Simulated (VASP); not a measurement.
Set up this calculation in VASP 6.6.1, as the native input.

```yaml
Task: single point
Functional: PBE
Potentials_or_basis: VASP PAW PBE potentials, release 64 (Sn_d)
Cutoff: 520 eV
k_mesh: 6 × 6 × 6
Occupations: gaussian, width 0.1 eV
Spin: no spin polarisation
Dipole_correction: no
Further_INCAR_settings: ALGO = Normal; EDIFF = 1e-06; NBANDS = 13
```

The structure of Sn lies in POSCAR:

```
Sn
1.0
   -1.8946518192      1.8946518192      1.8946518192
    1.8946518192     -1.8946518192      1.8946518192
    1.8946518192      1.8946518192     -1.8946518192
Sn
1
Direct
    0.0000000000      0.0000000000      0.0000000000
```

The input as run:

INCAR

```
PREC = Accurate
ENCUT = 520
EDIFF = 1E-6
ISMEAR = 0
SIGMA = 0.1
LREAL = F
LASPH = T
NELM = 60
ALGO = Normal
ISIF = 2
LWAVE = F
LCHARG = F
GGA = PE
NBANDS = 13
```

KPOINTS

```
regular mesh
0
Gamma
  6 6 6
```

Potentials or basis: VASP PAW PBE potentials, release 64 (Sn_d).

Launch:

```sh
$ cat potpaw_PBE.64/Sn_d/POTCAR > POTCAR
$ mpirun -np 1 vasp_std > vasp.out
```

It gave:

```json
{"Pressure": "0.7 GPa", "Band gap on the k mesh": "zero (band 7 reaches 16.04 eV, above the bottom of band 8 at 5.62 eV)"}
```

Caveat: the k points lie up to 0.39 Å⁻¹ apart; spin-orbit coupling is left out, which moves the levels of the heavy elements.

Run time: 5.2 s on 1 thread of AMD EPYC 7R43 64-Core Processor (Zen 3), with other jobs on the host, peak memory 0.1 GiB.
